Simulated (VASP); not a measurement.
# CaH (P6/mmm) in VASP: a series of runs

Runs on CaH. Level: PBE. Tasks: single point, relaxation of cell and atoms.

Everything below comes from runs of VASP 6.6.1. Logs are shortened: lines on timing, memory, paths and dates and some standing lists are left out, and cuts for length are marked.

## 1. The cell of the first run

Symmetry: P6/mmm, No. 191, hexagonal system. Conventional cell: a = 6.515 Å, b = 6.515 Å, c = 3.374 Å, α = 90.00°, β = 90.00°, γ = 120.00°. Within 3.3 Å of Ca (site symmetry mmm) lie 6 H at 2.53 to 3.26 Å and 4 Ca at 3.26 Å. Within 4.3 Å of H (site symmetry 6/mmm) lie 6 Ca at 3.26 Å and 14 H at 3.37 to 4.12 Å. H (site symmetry -6m2) has 6 Ca at 2.53 Å within 3.3 Å.

## 2. Single point, PBE

The input, INCAR:

```
PREC     = Accurate       # precision mode
ENCUT    = 520            # plane-wave cutoff, eV
EDIFF    = 1E-6           # SCF threshold, eV
ISMEAR   = 0              # smearing method
SIGMA    = 0.1            # smearing width, eV
LREAL    = F              # projectors in reciprocal space
LASPH    = T              # aspherical terms in the spheres
NELM     = 100            # most SCF steps
ALGO     = Normal         # electronic algorithm
ISIF     = 2              # what is computed and relaxed
LWAVE    = F              # write WAVECAR
LCHARG   = F              # write CHGCAR
GGA      = PE             # functional
NBANDS   = 26             # bands
```

The input, KPOINTS:

```
regular mesh
0
Gamma
  6 6 4
```

The input, POSCAR:

```
CaH
1.0
    6.5146760520      0.0000000000      0.0000000000
   -3.2573380260      5.6418749585      0.0000000000
    0.0000000000      0.0000000000      3.3737164222
Ca H
3 3
Direct
    0.5000000000      0.0000000000      0.0000000000
    0.5000000000      0.5000000000      0.0000000000
    0.0000000000      0.5000000000      0.0000000000
    0.0000000000      0.0000000000      0.0000000000
    0.3333333333      0.6666666667      0.5000000000
    0.6666666667      0.3333333333      0.5000000000
```

Potentials or basis: VASP PAW PBE potentials, release 64 (Ca_sv, H).

Command:

```
$ cat potpaw_PBE.64/Ca_sv/POTCAR potpaw_PBE.64/H/POTCAR > POTCAR
$ mpirun -np 1 vasp_std > vasp.out
```

OUTCAR:

```text
PREC = Accurate
   ENCUT = 520
   EDIFF = 1E-6
   ISMEAR = 0
   LREAL = F
   LASPH = T
   NELM = 100
   ISIF = 2
   GGA = PE

 ion  position               nearest neighbor table
   1  0.500  0.000  0.000-
   2  0.500  0.500  0.000-
   3  0.000  0.500  0.000-
   4  0.000  0.000  0.000-
   5  0.333  0.667  0.500-
   6  0.667  0.333  0.500-

  LATTYP: Found a hexagonal cell.
 ALAT       =     6.5146760520
 C/A-ratio  =     0.5178640343

  Lattice vectors:

 A1 = (   6.5146760520,   0.0000000000,   0.0000000000)
 A2 = (  -3.2573380260,   5.6418749585,   0.0000000000)
 A3 = (   0.0000000000,   0.0000000000,   3.3737164222)

Analysis of symmetry for initial positions (statically):
=====================================================================
 Subroutine PRICEL returns:
 Original cell was already a primitive cell.

 Routine SETGRP: Setting up the symmetry group for a
 hexagonal supercell.

 Subroutine GETGRP returns: Found 24 space group operations
 (whereof 24 operations were pure point group operations)
 out of a pool of 24 trial point group operations.

The static configuration has the point symmetry D_6h.

Analysis of symmetry for dynamics (positions and initial velocities):
=====================================================================
 Subroutine PRICEL returns:
 Original cell was already a primitive cell.

 Routine SETGRP: Setting up the symmetry group for a
 hexagonal supercell.

 Subroutine GETGRP returns: Found 24 space group operations
 (whereof 24 operations were pure point group operations)
 out of a pool of 24 trial point group operations.

The dynamic configuration has the point symmetry D_6h.

 Subroutine INISYM returns: Found 24 space group operations
 (whereof 24 operations are pure point group operations),
 and found     1 'primitive' translations

----------------------------------------------------------------------------------------

                                     Primitive cell

  volume of cell :     124.0009

  direct lattice vectors                    reciprocal lattice vectors
     6.514676052  0.000000000  0.000000000     0.153499574  0.088623020  0.000000000
    -3.257338026  5.641874958  0.000000000     0.000000000  0.177246041  0.000000000
     0.000000000  0.000000000  3.373716422     0.000000000  0.000000000  0.296409026

  length of vectors
     6.514676052  6.514676052  3.373716422     0.177246041  0.177246041  0.296409026

  position of ions in fractional coordinates (direct lattice)
     0.500000000  0.000000000  0.000000000
     0.500000000  0.500000000  0.000000000
     0.000000000  0.500000000  0.000000000
     0.000000000  0.000000000  0.000000000
     0.333333333  0.666666667  0.500000000
     0.666666667  0.333333333  0.500000000

  ion indices of the primitive-cell ions
   primitive index   ion index
                 1           1
                 2           2
                 3           3
                 4           4
                 5           5
                 6           6

----------------------------------------------------------------------------------------

 KPOINTS: regular mesh

Automatic generation of k-mesh.
 Grid dimensions read from file:
 generate k-points for:    6    6    4

 Generating k-lattice:

  Cartesian coordinates                     Fractional coordinates (reciprocal lattice)
     0.025583262  0.014770503  0.000000000     0.166666667  0.000000000  0.000000000
     0.000000000  0.029541007  0.000000000     0.000000000  0.166666667  0.000000000
     0.000000000  0.000000000  0.074102257     0.000000000  0.000000000  0.250000000

  Length of vectors
     0.029541007  0.029541007  0.074102257

  Shift w.r.t. Gamma in fractional coordinates (k-lattice)
     0.000000000  0.000000000  0.000000000

 Subroutine IBZKPT returns following result:
 ===========================================

 Found     21 irreducible k-points:

 Following reciprocal coordinates:
            Coordinates               Weight
  0.000000  0.000000  0.000000      1.000000
  0.166667  0.000000  0.000000      6.000000
  0.333333 -0.000000  0.000000      6.000000
  0.500000  0.000000  0.000000      3.000000
  0.166667  0.166667  0.000000      6.000000
  0.333333  0.166667  0.000000     12.000000
[... 13 lines left out ...]
  0.333333  0.166667  0.500000     12.000000
  0.333333  0.333333  0.500000      2.000000
   k-points           NKPTS =     21   k-points in BZ     NKDIM =     21   number of bands    NBANDS=     26
   number of dos      NEDOS =    301   number of ions     NIONS =      6
   total plane-waves  NPLWV =  64512
   dimension x,y,z NGX =    48 NGY =   48 NGZ =   28
   dimension x,y,z NGXF=    96 NGYF=   96 NGZF=   56
   ions per type =               3   3
   NGX,Y,Z   is equivalent  to a cutoff of  12.25, 12.25, 13.80 a.u.
   NGXF,Y,Z  is equivalent  to a cutoff of  24.50, 24.50, 27.60 a.u.
 SYSTEM =  unknown system
   PREC   = accura    normal or accurate (medium, high low for compatibility)
   ISTART =      0    job   : 0-new  1-cont  2-samecut
   ICHARG =      2    charge: 1-file 2-atom 10-const
   ISPIN  =      1    spin polarized calculation?
   LNONCOLLINEAR =      F non collinear calculations
   LSORBIT =      F    spin-orbit coupling
   LASPH  =      T    aspherical Exc in radial PAW
   ENCUT  =  520.0 eV  38.22 Ry    6.18 a.u.  12.11 12.11  6.27*2*pi/ulx,y,z
   NELM   =    100;   NELMIN=  2; NELMDL= -5     # of ELM steps
   EDIFF  = 0.1E-05   stopping-criterion for ELM
   LREAL  =      F    real-space projection
   EDIFFG = 0.1E-04   stopping-criterion for IOM
   NSW    =      0    number of steps for IOM
   IBRION =     -1    ionic relax: 0-MD 1-quasi-New 2-CG
   NFREE  =      0    steps in history (QN), initial steepest desc. (CG)
   ISIF   =      2    stress and relaxation
   ISYM   =      2    0-nonsym 1-usesym 2-fastsym
   POTIM  = 0.5000    time-step for ionic-motion
   TEBEG  =    0.0;   TEEND  =   0.0 temperature during run
   PSTRESS=    0.0 pullay stress
   NELECT =      33.0000    total number of electrons
   NUPDOWN=      -1.0000    fix difference up-down
   EMIN   =  10.00;   EMAX   =-10.00  energy-range for DOS
   EFERMI =   0.00;   METHOD = LEGACY
   ISMEAR =     0;   SIGMA  =   0.10  broadening in eV -4-tet -1-fermi 0-gaus
   EFERMI_NEDOS =   21; number of points for ismear=-14 and -15
   IALGO  =     38    algorithm
   IMIX   =      4    mixing-type and parameters
     AMIX     =   0.40;   BMIX     =  1.00
     AMIX_MAG =   1.60;   BMIX_MAG =  1.00
  volume/ion in A,a.u.               =      20.67       139.47
  Fermi-wavevector in a.u.,A,eV,Ry     =   1.053023  1.989925 15.086921  1.108857
  Thomas-Fermi vector in A             =   2.188129
   LORBIT       =      0    0 simple, 1 ext, 2 COOP (PROOUT), +10 PAW based schemes
   GGA     = PE    functional components
   LHFCALC =     F    Hartree Fock is set to
   AEXX    =    0.0000 exact exchange contribution
   IVDW    =     0    specifies the selected vdW correction
   LEPSILON=     F    determine dielectric tensor
   LRPA    =     F    only Hartree local field effects (RPA)
 non-spin polarized calculation
 Gauss-broadening in eV      SIGMA  =   0.10
  energy-cutoff  :      520.00
  volume of cell :      124.00
 maximum number of plane-waves:      3361
   NGX = 25   NGY = 25   NGZ = 13

 number of electron      32.9999996 magnetization

 Free energy of the ion-electron system (eV)
  ---------------------------------------------------
  ext. energy  EPLUGINS =         0.00000000
  ---------------------------------------------------
  free energy    TOTEN  =       -14.25061589 eV

  energy without entropy =      -14.20386770  energy(sigma->0) =      -14.22724179

 E-fermi :   2.3403     XC(G=0):  -8.0970

 val. band max:        2.3277698594   @ k =   0.1667   0.1667   0.2500
 cond. band min:       2.3495533517   @ k =   0.3333  -0.0000   0.2500
 fundamental gap:      0.0217834923
 Fermi energy:         2.3402573240

 k-point     1 :       0.0000    0.0000    0.0000
  band No.  band energies     occupation
      1     -39.7511      2.00000
      2     -39.6815      2.00000
      3     -39.6815      2.00000
      4     -21.1451      2.00000
      5     -20.8777      2.00000
      6     -20.8777      2.00000
[... 18 lines left out ...]
     25       5.5690      0.00000
     26       5.5769      0.00000

 k-point     2 :       0.1667    0.0000    0.0000
  band No.  band energies     occupation
      1     -39.7471      2.00000
      2     -39.6857      2.00000
      3     -39.6815      2.00000
      4     -21.1157      2.00000
      5     -20.8742      2.00000
      6     -20.8581      2.00000
[... 18 lines left out ...]
     25       5.5661      0.00000
     26       5.6407      0.00000

 k-point     3 :       0.3333   -0.0000    0.0000
  band No.  band energies     occupation
      1     -39.7365      2.00000
      2     -39.6964      2.00000
      3     -39.6816      2.00000
      4     -21.0463      2.00000
      5     -20.8555      2.00000
      6     -20.8044      2.00000
[... 18 lines left out ...]
     25       5.5269      0.00000
     26       5.5686      0.00000

 k-point     4 :       0.5000    0.0000    0.0000
  band No.  band energies     occupation
      1     -39.7281      2.00000
      2     -39.7049      2.00000
      3     -39.6816      2.00000
      4     -21.0049      2.00000
      5     -20.7995      2.00000
      6     -20.7737      2.00000
[... 18 lines left out ...]
     25       5.3814      0.00000
     26       5.6112      0.00000

 k-point     5 :       0.1667    0.1667    0.0000
  band No.  band energies     occupation
      1     -39.7396      2.00000
      2     -39.6932      2.00000
      3     -39.6816      2.00000
      4     -21.0638      2.00000
      5     -20.8695      2.00000
      6     -20.8175      2.00000
[... 18 lines left out ...]
     25       5.5169      0.00000
     26       5.5605      0.00000

 k-point     6 :       0.3333    0.1667    0.0000
  band No.  band energies     occupation
      1     -39.7281      2.00000
      2     -39.7049      2.00000
      3     -39.6816      2.00000
      4     -20.9925      2.00000
      5     -20.8530      2.00000
      6     -20.7618      2.00000
[... 340 lines left out ...]
 k-point    18 :       0.5000    0.0000    0.5000
  band No.  band energies     occupation
      1     -39.6971      2.00000
      2     -39.6747      2.00000
      3     -39.6522      2.00000
      4     -20.9489      2.00000
      5     -20.9261      2.00000
      6     -20.8911      2.00000
[... 18 lines left out ...]
     25       4.8364      0.00000
     26       5.4633      0.00000

 k-point    19 :       0.1667    0.1667    0.5000
  band No.  band energies     occupation
      1     -39.7083      2.00000
      2     -39.6635      2.00000
      3     -39.6522      2.00000
      4     -21.0015      2.00000
      5     -20.9436      2.00000
      6     -20.8734      2.00000
[... 18 lines left out ...]
     25       5.1911      0.00000
     26       5.5491      0.00000

 k-point    20 :       0.3333    0.1667    0.5000
  band No.  band energies     occupation
      1     -39.6971      2.00000
      2     -39.6747      2.00000
      3     -39.6522      2.00000
      4     -20.9363      2.00000
      5     -20.9261      2.00000
      6     -20.8911      2.00000
[... 18 lines left out ...]
     25       4.9486      0.00000
     26       5.6438      0.00000

 k-point    21 :       0.3333    0.3333    0.5000
  band No.  band energies     occupation
      1     -39.6859      2.00000
      2     -39.6859      2.00000
      3     -39.6522      2.00000
      4     -20.9086      2.00000
      5     -20.9086      2.00000
      6     -20.8598      2.00000
[... 18 lines left out ...]
     25       5.5087      0.00000
     26       5.5096      0.00000

------------------------ aborting loop because EDIFF is reached ----------------------------------------

  FORCE on cell =-STRESS in cart. coord.  units (eV):
  Direction    XX          YY          ZZ          XY          YZ          ZX
  --------------------------------------------------------------------------------------
  -------------------------------------------------------------------------------------
  Total        0.0401682      0.0401682     -0.0541935      0.0000000     -0.0000000      0.0000000
  in kB        0.5190007      0.5190007     -0.7002171      0.0000000     -0.0000000      0.0000000
  external PRESSURE =       0.1125947 kB  Pullay stress =       0.0000000 kB

 VOLUME and BASIS-vectors are now :
 -----------------------------------------------------------------------------
  energy-cutoff  :      520.00
  volume of cell :      124.00
      direct lattice vectors                 reciprocal lattice vectors
     6.514676052  0.000000000  0.000000000     0.153499574  0.088623020  0.000000000
    -3.257338026  5.641874958  0.000000000     0.000000000  0.177246041  0.000000000
     0.000000000  0.000000000  3.373716422     0.000000000  0.000000000  0.296409026

 POSITION                                       TOTAL-FORCE (eV/Angst)
 -----------------------------------------------------------------------------------
      3.25734      0.00000      0.00000        -0.000000      0.000000     -0.000000
      1.62867      2.82094      0.00000        -0.000000      0.000000     -0.000000
     -1.62867      2.82094      0.00000        -0.000000      0.000000     -0.000000
      0.00000      0.00000      0.00000        -0.000000      0.000000     -0.000000
     -0.00000      3.76125      1.68686        -0.000000     -0.000000      0.000000
      3.25734      1.88062      1.68686         0.000000      0.000000     -0.000000
 -----------------------------------------------------------------------------------
    total drift:                               -0.000000      0.000000      0.000000

  FREE ENERGIE OF THE ION-ELECTRON SYSTEM (eV)
  ---------------------------------------------------
  free  energy   TOTEN  =       -14.2506158851 eV

  energy  without entropy=      -14.2038676962  energy(sigma->0) =      -14.22724179
```

Wall time 38 s (1 thread of Intel Xeon 6975P-C (Granite Rapids), shared host); peak memory 0.26 GiB.

What came out:

```
Free energy : -14.2506 eV
Pressure    : 0.0 GPa
```

Caveat: the k points lie up to 0.47 Å⁻¹ apart.

## 3. Single point, PBE

This run uses another cell than the first one, of 21.01 Å³/atom, 1.016 times its volume.

The input, INCAR:

```
SYSTEM = CaH
PREC = Accurate
ENCUT = 520
EDIFF = 1E-7
ISMEAR = 0
SIGMA = 0.1
LREAL = .FALSE.
LASPH = .TRUE.
NELM = 100
ALGO = Normal
ISIF = 2
LWAVE = .FALSE.
LCHARG = .TRUE.
GGA = PE
LELF = .TRUE.
LVHAR = .TRUE.
NBANDS = 26
```

The input, KPOINTS:

```
Automatic mesh
0
G
  6 6 12
  0 0 0
```

Edit POSCAR of step 2 so:

```diff
@@ -2,5 +2,5 @@
 1.0
-    6.5146760520      0.0000000000      0.0000000000
-   -3.2573380260      5.6418749585      0.0000000000
-    0.0000000000      0.0000000000      3.3737164222
+    6.5330197671      0.0000000000      0.0000000000
+   -3.2665098836      5.6577610818      0.0000000000
+    0.0000000000      0.0000000000      3.4098214818
 Ca H
```

Potentials or basis: VASP PAW PBE potentials, release 64 (Ca_sv, H).

Command:

```
$ cat potpaw_PBE.64/Ca_sv/POTCAR potpaw_PBE.64/H/POTCAR > POTCAR
$ mpirun -np 1 vasp_std > vasp.out
```

Wall time 2.2 min (1 thread of Intel Xeon 6975P-C (Granite Rapids), shared host); peak memory 0.31 GiB.

It converged, with:

```
Free energy : -14.3097 eV
Pressure    : 0.0 GPa
```

Levels at points of the mesh, in eV from the Fermi level:
```
           k point  band 14  band 15  band 16  band 17  band 18  band 19  band 20  band 21
(0.00, 0.00, 0.00)    -4.49    -3.18    -0.68    -0.68     0.23     1.08     1.08     1.14
(0.50, 0.00, 0.00)    -5.34    -3.21    -0.84    -0.16     0.60     0.72     1.32     1.34
(0.00, 0.00, 0.50)    -4.50    -2.52    -1.08     0.13     0.13     1.02     1.02     2.98
(0.50, 0.00, 0.50)    -4.70    -1.98    -0.66    -0.25     0.69     0.81     1.38     1.52
```

## 4. Relaxation of cell and atoms, PBE

The input, INCAR:

```
  PREC = Accurate
  ENCUT = 600
  EDIFF = 1E-7
  ISMEAR = 0
  SIGMA = 0.1
  LREAL = False
  LASPH = True
  NELM = 80
  ALGO = Normal
  ISIF = 3
  LWAVE = False
  LCHARG = False
  GGA = PE
  IBRION = 2
  NSW = 90
  EDIFFG = -0.04
```

The input, KPOINTS:

```
Automatic mesh
0
Gamma
  3 3 6
```

Edit POSCAR of step 3 so:

```diff
@@ -2,5 +2,5 @@
 1.0
-    6.5330197671      0.0000000000      0.0000000000
-   -3.2665098836      5.6577610818      0.0000000000
-    0.0000000000      0.0000000000      3.4098214818
+    6.5146760520      0.0000000000      0.0000000000
+   -3.2573380260      5.6418749585      0.0000000000
+    0.0000000000      0.0000000000      3.3737164222
 Ca H
```

Command:

```
$ cat potpaw_PBE.64/Ca_sv/POTCAR potpaw_PBE.64/H/POTCAR > POTCAR
$ mpirun -np 1 vasp_std > vasp.out
```

Run time: 85 s. Hardware: 1 thread of Intel Xeon 6975P-C (Granite Rapids), shared host; peak memory 0.28 GiB.

It converged, with:

```
Free energy                            : -14.3036 eV
Relaxed volume                         : 21.13 Å³/atom
Relaxed cell                           : a = 6.536 Å, b = 6.536 Å, c = 3.427 Å, α = 90.00°, β = 90.00°, γ = 120.00°
Space group after relaxing (to 0.05 Å) : P6/mmm (No. 191)
Energy gained by relaxing              : 0.9 meV/atom
Ionic steps                            : 3
Pressure after relaxing                : 0.0 GPa
```

Stress tensor (GPa, compression positive):
```
 0.01  0.00  0.00
 0.00  0.01  0.00
 0.00  0.00 -0.08
```

The path:
```csv
step,energy change (eV),largest force (eV/Å),pressure (GPa),volume (Å³)
1,0.0000,0.0000,0.44,124.00
2,-0.0036,0.0000,0.27,125.02
3,-0.0057,0.0000,-0.02,126.80
```

Final structure:
```cif
data_structure
_symmetry_space_group_name_H-M 'P 1'
_symmetry_Int_Tables_number 1
_cell_length_a 6.5364
_cell_length_b 6.5364
_cell_length_c 3.4270
_cell_angle_alpha 90.000
_cell_angle_beta 90.000
_cell_angle_gamma 120.000
_cell_volume 126.80
loop_
_atom_site_label
_atom_site_type_symbol
_atom_site_fract_x
_atom_site_fract_y
_atom_site_fract_z
_atom_site_occupancy
Ca1 Ca 0.50000 0.00000 0.00000 1
Ca2 Ca 0.50000 0.50000 0.00000 1
Ca3 Ca 0.00000 0.50000 0.00000 1
H1 H 0.00000 0.00000 0.00000 1
H2 H 0.33333 0.66667 0.50000 1
H3 H 0.66667 0.33333 0.50000 1
```

Levels at points of the mesh, in eV from the Fermi level:
```tsv
k point	band 14	band 15	band 16	band 17	band 18	band 19	band 20
(0.00, 0.00, 0.00)	-4.44	-3.18	-0.65	-0.65	0.26	1.09	1.09
(0.00, 0.00, 0.50)	-4.47	-2.54	-1.06	0.16	0.16	1.04	1.04
```

Caveat: the k points lie up to 0.37 Å⁻¹ apart in the final cell.

## 5. Overview

```tsv
task	cell	k mesh	cutoff (eV)	gap on the mesh (eV)	pressure (GPa)
single point	a = 6.515, b = 6.515, c = 3.374 Å, angles 90.0, 90.0, 120.0°, 6 atoms	6 × 6 × 4	520	none	0.0
single point	a = 6.533, b = 6.533, c = 3.410 Å, angles 90.0, 90.0, 120.0°, 6 atoms	6 × 6 × 12	520	none	0.0
relaxation of cell and atoms	relaxed from a = 6.515, b = 6.515, c = 3.374 Å, angles 90.0, 90.0, 120.0°, 6 atoms	3 × 3 × 6	600	none	0.0
```

Alike in all rows: level PBE; potentials or basis VASP PAW PBE potentials, release 64 (Ca_sv, H); no spin polarisation; smearing gaussian 0.1 eV.

Caveats: some runs use coarse meshes.

Absolute energies hang on the potentials; compare differences alone.
